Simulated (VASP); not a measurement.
Here is a VASP 6.6.1 calculation.

The input POSCAR:

```
CdF2
1.0
    0.0000000000      2.7294514339      2.7294514339
    2.7294514339      0.0000000000      2.7294514339
    2.7294514339      2.7294514339      0.0000000000
Cd F
1 2
Direct
    0.0000000000      0.0000000000      0.0000000000
    0.7500000000      0.7500000000      0.7500000000
    0.2500000000      0.2500000000      0.2500000000
```

INCAR.step1

```
SYSTEM = CdF2
  PREC = Accurate
  ENCUT = 520
  ISMEAR = -1
  SIGMA = 0.05
  LREAL = .FALSE.
  LASPH = .TRUE.
  NELM = 80
  NBANDS = 20
  GGA = PE
  ALGO = Normal
  EDIFF = 1E-4
  LWAVE = .TRUE.
  LCHARG = .FALSE.
```

The input INCAR.step2:

```
SYSTEM = CdF2
  PREC = Accurate
  ENCUT = 520
  EDIFF = 1E-6
  ISMEAR = -1
  SIGMA = 0.05
  LREAL = .FALSE.
  LASPH = .TRUE.
  NELM = 80
  ALGO = Normal
  ISIF = 2
  LWAVE = .FALSE.
  LCHARG = .FALSE.
  METAGGA = R2SCAN
  LMIXTAU = .TRUE.
  NBANDS = 20
  ISTART = 1
```

File KPOINTS:

```
regular mesh
0
G
  9 9 9
  0 0 0
```

Potentials or basis: VASP PAW PBE potentials, release 64 (Cd, F).

The run is started by

```bash
$ cat potpaw_PBE.64/Cd/POTCAR potpaw_PBE.64/F/POTCAR > POTCAR
$ cp INCAR.step1 INCAR
$ mpirun -np 1 vasp_std > vasp.out
$ cp INCAR.step2 INCAR
$ mpirun -np 1 vasp_std > vasp.out
```

(1) Predict the band gap on the k mesh.

(2) What does it give for the pressure?

Results:

(1) 3.64 eV, indirect (least direct gap 4.16 eV).

(2) -3.2 GPa.

Caveat: the PAW data sets were made with another functional, which shifts forces and pressure a little.
